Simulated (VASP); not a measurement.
MgF2, 6 atoms in the cell. The structure is tetragonal, space group P4_2/mnm (No. 136). The conventional cell has a = 4.531 Å, b = 4.531 Å, c = 2.987 Å, α = 90.00°, β = 90.00°, γ = 90.00°. Mg (site symmetry mmm) has 6 F at 1.93 to 1.96 Å within 2.6 Å. F (site symmetry m2m) has 3 Mg at 1.93 to 1.96 Å and 1 F at 2.54 Å within 2.6 Å. 

| Property | Result |
| --- | --- |
| Program | VASP 6.6.1 |
| Task | single point |
| Functional | r2SCAN |
| Potentials or basis | VASP PAW PBE potentials, release 64 (Mg, F) |
| Cutoff | 660 eV |
| k mesh | 6 × 6 × 10 |
| Occupations | fermi-dirac, width 0.02 eV |
| Spin | no spin polarisation |
| Dipole correction | no |
| Further INCAR settings | ALGO = Normal; EDIFF = 1e-06; NBANDS = 25 |

Potentials or basis: VASP PAW PBE potentials, release 64 (Mg, F).

The run is started by

```bash
$ cat potpaw_PBE.64/Mg/POTCAR potpaw_PBE.64/F/POTCAR > POTCAR
$ cp INCAR.step1 INCAR
$ mpirun -np 1 vasp_std > vasp.out
$ cp INCAR.step2 INCAR
$ mpirun -np 1 vasp_std > vasp.out
```

Hardware: 1 thread of Oxide Virtual Turin-like Processor, with other jobs on the host.

Problem. How long does it take, and how much memory?

Solution. It took 5.4 min on 1 thread of Oxide Virtual Turin-like Processor (shared host), peak memory 0.25 GiB. Counts: k points 60.
